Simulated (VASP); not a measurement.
The system is Pd.

```
CELL_PARAMETERS angstrom
0.00000 1.94650 1.94650
1.94650 0.00000 1.94650
1.94650 1.94650 0.00000
ATOMIC_POSITIONS crystal
Pd 0.00000 0.00000 0.00000
```

- Program: VASP 6.6.1
- Task: relaxation of cell and atoms
- Functional: PBE
- Potentials or basis: VASP PAW PBE potentials, release 64 (Pd)
- Cutoff: 600 eV
- k mesh: 15 × 15 × 15
- Occupations: fermi-dirac, width 0.1 eV
- Spin: no spin polarisation

At the start: pressure 6.8 GPa; volume 14.75 Å³/atom.

How do energy, volume and symmetry change on relaxing?

Over 3 steps the energy falls by 11.7 meV/atom and the volume is 15.32 Å³/atom (+3.9 %); space group Fm-3m (No. 225, to 0.05 Å).

The path:
| step | energy change (eV) | largest force (eV/Å) | pressure (GPa) | volume (Å³) |
| --- | --- | --- | --- | --- |
| 1 | 0.0000 | 0.0000 | 6.82 | 14.75 |
| 2 | 0.0089 | 0.0000 | -7.57 | 16.13 |
| 3 | -0.0117 | 0.0000 | -0.08 | 15.32 |

Final structure:
```xyz
1
Lattice="0.0000 1.9713 1.9713 1.9713 0.0000 1.9713 1.9713 1.9713 0.0000" Properties=species:S:1:pos:R:3 pbc="T T T"
Pd    0.0000    0.0000    0.0000
```
